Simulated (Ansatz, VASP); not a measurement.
One calculation of KCl, two programs

```xyz
2
Lattice="3.6703 0.0000 0.0000 0.0000 3.6703 0.0000 0.0000 0.0000 3.6340" Properties=species:S:1:pos:R:3 pbc="T T T"
K     0.0000    0.0000    0.0000
Cl    1.8352    1.8352    1.8170
```

Change from the starting cell: equal xx and yy strain of +1 %, PAW files.

Alike in both runs: task electric field gradients; functional PBEsol; k mesh 7 × 7 × 7; occupations fermi-dirac, width 0.01 eV; no spin polarisation.

```csv
,VASP,Ansatz
version,VASP 6.6.1,Ansatz 0.2.0
potentials or method,"VASP PAW PBE potentials, release 64 (K_sv, Cl)","PAW with Ansatz's default frozen-core files, scalar-relativistic"
plane-wave cutoff (eV),400,420
valence electrons in the cell,16,16
```

Ansatz gave:

```
gap on the k mesh at the Fermi level (eV)                     : 5.26
pressure (GPa)                                                : 1.7
traceless stress, the component that is largest in VASP (GPa) : 0.33
size of Vzz on the site where it differs most (V/Å²)          : 2.6
```

**Question.** Which values does VASP return?

**Answer.** gap on the k mesh at the Fermi level (eV): 5.25; pressure (GPa): 1.8; traceless stress, the component that is largest in VASP (GPa): 0.33; size of Vzz on the site where it differs most (V/Å²): 2.6.

VASP's potentials were made for PBE, not for PBEsol.
